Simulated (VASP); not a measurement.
Write the native input for VASP 6.6.1 that does the following.

- Task: single point
- Functional: PBEsol
- Potentials or basis: VASP PAW PBE potentials, release 64 (Co, Zr_sv, O)
- Cutoff: 600 eV
- k mesh: 3 × 3 × 3
- Occupations: gaussian, width 0.05 eV
- Spin: collinear spin
- Starting moments: [3.24, 0.0, 0.01, 0.0, 0.0, 0.0, 0.0, 0.0, 0.37, 0.03, 0.41, 0.02, 0.02, 0.04, 0.02, 0.33, 0.01, 0.09, 0.16, 0.02, 0.03, 0.01, 0.07, 0.02] μB
- Hubbard terms: Co d U = 4.0 eV
- Dipole correction: no
- Further INCAR settings: ALGO = Normal; EDIFF = 1e-06; NBANDS = 116

The structure of Zr7CoO16 lies in POSCAR:

```
Zr7CoO16
1.0
   10.2840800000      0.0000000000      0.0000000000
    5.1420400000      5.2086900000      0.0000000000
    4.2956000000      0.0000000000      5.2419900000
Co Zr O
1 7 16
Direct
    0.0068164376      0.0505627012      0.1629537776
    0.5080195274      0.0439870511      0.2154572255
    0.9416031450      0.5346591041      0.3022182261
    0.4414473278      0.5464290120      0.2874111426
    0.4819110574      0.9559208534      0.7967311292
    0.9906037955      0.9571940525      0.7775257486
    0.5594141896      0.4490768270      0.7108376147
    0.0499764110      0.4697677826      0.7109948808
    0.7152919879      0.3130576863      0.3393078573
    0.1914957621      0.3273959310      0.3550381709
    0.9877961765      0.8322675682      0.1395582150
    0.4868615714      0.8188802391      0.1473549954
    0.8042713333      0.6829990648      0.6484462056
    0.3121987160      0.6689005449      0.6408994340
    0.5122593061      0.1771503312      0.8573374890
    0.0350697823      0.1631749052      0.8376627924
    0.6049262672      0.7632881829      0.4785407772
    0.1039099876      0.7687304478      0.4730795062
    0.1204446759      0.2408937279      0.0418843908
    0.6355852917      0.2454464963      0.0323107969
    0.8775599230      0.2733954474      0.5550209038
    0.3836414874      0.2511993655      0.5325270808
    0.3761263756      0.7281754582      0.9744082893
    0.8727694648      0.7374472192      0.9824933504
```

These files were run (other wordings do the same):

INCAR

```
ALGO = Normal
EDIFF = 1E-6
ENCUT = 600
GGA = PS
GGA_COMPAT = False
ISIF = 2
ISMEAR = 0
ISPIN = 2
KPAR = 4
LASPH = True
LCHARG = True
LDAU = True
LDAUJ = 0 0 0
LDAUL = 2 -1 -1
LDAUPRINT = 1
LDAUTYPE = 2
LDAUU = 4 0 0
LMAXMIX = 4
LORBIT = 11
LREAL = False
LVHAR = True
LWAVE = False
MAGMOM = 3.24 0 0.01 0 0 0 0 0 0.37 0.03 0.41 0.02 0.02 0.04 0.02 0.33 0.01 0.09 0.16 0.02 0.03 0.01 0.07 0.02
NBANDS = 116
NELM = 200
PREC = Accurate
SIGMA = 0.05
```

KPOINTS

```
k-points
0
Gamma
  3 3 3
```

Potentials or basis: VASP PAW PBE potentials, release 64 (Co, Zr_sv, O).

Launch:

```sh
$ cat potpaw_PBE.64/Co/POTCAR potpaw_PBE.64/Zr_sv/POTCAR potpaw_PBE.64/O/POTCAR > POTCAR
$ mpirun -np 4 vasp_std > vasp.out
```

It gave:

```yaml
Pressure: -3.0 GPa
Largest_force: 0.688 eV/Å
Band_gap_on_the_k_mesh: 0.52 eV (least direct gap 0.57 eV)
Net_moment: 5.00 μB per cell
Site_moments: Co +3.23; Zr +0.00, +0.01 (each value once); O +0.33, +0.03, +0.36, +0.01, +0.02, +0.30, +0.08, +0.14, +0.06 (each value once) μB
Valence_electrons_inside_the_program's_atomic_spheres: Co 7.87; Zr 9.68, 9.63, 9.64, 9.65, 9.69, 9.67 (each value once); O 4.97, 5.08, 4.99, 5.07, 5.06, 5.03, 5.00, 5.01, 5.04 (each value once)
```

Caveat: the PAW data sets were made with another functional, which shifts forces and pressure a little; a cell with one magnetic atom can't hold antiferromagnetic order, which such compounds often take.

It took 23 min on 4 MPI ranks on Intel(R) Xeon(R) Platinum 8259CL CPU @ 2.50GHz (Skylake/Cascade Lake) (shared host), peak memory 1.3 GiB a rank.
